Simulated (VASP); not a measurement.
A run of VASP 6.6.1:

Contents of INCAR:

```
SYSTEM = InReS4
PREC     = Accurate       ! precision mode
ENCUT    = 600            ! plane-wave cutoff, eV
EDIFF    = 1E-7           ! SCF threshold, eV
ISMEAR   = 0              ! smearing method
SIGMA    = 0.1            ! smearing width, eV
LREAL    = .FALSE.        ! projectors in reciprocal space
LASPH    = .TRUE.         ! aspherical terms in the spheres
NELM     = 150            ! most SCF steps
ALGO     = Normal         ! electronic algorithm
ISIF     = 3              ! what is computed and relaxed
LWAVE    = .FALSE.        ! write WAVECAR
LCHARG   = .FALSE.        ! write CHGCAR
ISPIN    = 2              ! spin polarisation
MAGMOM   = 0 1 0 0 0 0    ! initial moments
LORBIT   = 11             ! projections on sites
LMAXMIX  = 4              ! l up to which the mixer works
GGA      = PE             ! functional
IBRION   = 2              ! ionic algorithm
NSW      = 90             ! ionic steps
EDIFFG   = -0.04          ! ionic threshold
```

The input KPOINTS:

```
Automatic mesh
0
G
  3 3 4
  0 0 0
```

POSCAR

```
InReS4
1.0
    5.9695916600      0.0000000000      0.0000000000
   -2.9847958300      5.1698180300      0.0000000000
    0.0000000000      0.0000000000      4.5237088500
In Re S
1 1 4
Direct
    0.0000000000      0.0000000000      0.0000000000
    0.6666666700      0.3333333300      0.0000000000
    0.3333333300      0.6666666700      0.0000000000
    0.6641746600      0.8320873300      0.5000000000
    0.1679126700      0.8320873300      0.5000000000
    0.1679126700      0.3358253400      0.5000000000
```

Potentials or basis: VASP PAW PBE potentials, release 64 (In_d, Re, S).

Command:

```bash
$ cat potpaw_PBE.64/In_d/POTCAR potpaw_PBE.64/Re/POTCAR potpaw_PBE.64/S/POTCAR > POTCAR
$ mpirun -np 1 vasp_std > vasp.out
```

Hardware: 1 thread of Intel(R) Xeon(R) 6975P-C (Granite Rapids) (shared host).

**Question.** Estimate the wall time of this run.

**Answer.** Wall time 19 min on 1 thread of Intel(R) Xeon(R) 6975P-C (Granite Rapids), with other jobs on the host, peak memory 0.43 GiB. Counts: scf iterations 299, k points 9, ion steps 24.
